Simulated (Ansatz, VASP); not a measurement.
One calculation of MoP, two programs

POSCAR

```
MoP
1.0
    3.2351427784      0.0000000000      0.0000000000
   -1.6175713892      2.8017158309      0.0000000000
    0.0000000000      0.0000000000      3.1814445013
Mo P
1 1
Direct
    0.0000000000      0.0000000000      0.0000000000
    0.3333333333      0.6666666667      0.5000000000
```

INCAR.step1

```
PREC = Accurate
ENCUT = 550
ISMEAR = -1
SIGMA = 0.15
LREAL = False
LASPH = True
NELM = 120
GGA = PE
ALGO = Normal
EDIFF = 1E-5
LWAVE = True
LCHARG = False
GGA_COMPAT = False
IBRION = 2
ISIF = 3
EDIFFG = -0.005
NELMIN = 4
NSW = 100
```

Contents of INCAR.step2:

```
PREC = Accurate
ENCUT = 550
EDIFF = 1E-7
ISMEAR = -1
SIGMA = 0.15
LREAL = False
LASPH = True
NELM = 120
ALGO = Normal
ISIF = 3
LWAVE = False
LCHARG = False
METAGGA = R2SCAN
LMIXTAU = True
IBRION = 2
NSW = 80
EDIFFG = -0.001
ISTART = 1
GGA_COMPAT = False
NELMIN = 4
```

File KPOINTS:

```
Automatic mesh
0
Gamma
  15 15 14
```

Input for Ansatz:

```yaml
crystal:
  lattice:
    - [3.2351427781, 0.0, 0.0]
    - [-1.6175713891, 2.8017158307, 0.0]
    - [0.0, 0.0, 3.181444502]
  atoms:
    - { symbol: Mo, position: [0.0, 0.0, 0.0] }
    - { symbol: P, position: [0.3333333333, 0.6666666667, 0.5] }
basis:
  ecutwfc: 500
kpoints:
  mp_grid: { grid: [15, 15, 14] }
hamiltonian:
  xc: r2scan
scf:
  occupations: { method: fermi_dirac, width: 0.15 }
output:
  forces: true
  stress: true
  eigenvalues: true
  write_density: true
  write_potential: true
  elf: true
  volumetric_format: npy
relax:
  adjacent_minimum: "off"
  f_tol: 0.001
  max_steps: 60
  cell: { stress_tol: 0.01 }
```

Alike in both runs: task relaxation of cell and atoms; functional r2SCAN; k mesh 15 × 15 × 14; occupations fermi-dirac, width 0.15 eV; no spin polarisation.

|  | VASP | Ansatz |
| --- | --- | --- |
| version | VASP 6.6.1 | Ansatz 0.2.0 |
| potentials or method | VASP PAW PBE potentials, release 64 (Mo_sv, P), cutoff 550 eV | scalar-relativistic, plane waves, PAW |
| valence electrons in the cell | 19 | 19 |

```csv
,VASP,Ansatz,Ansatz less VASP
"gap on the k mesh at the Fermi level, each at its own relaxed structure (eV)",none,none,-
relaxed volume (Å³/atom),14.45,14.44,-0.016
relaxed length of the cell vector where the two differ most in proportion (Å),3.240,3.238,-0.0013
```

VASP's potentials were made for PBE, not for r2SCAN. A gap of «none» marks a metal or a gap that the smearing closes.
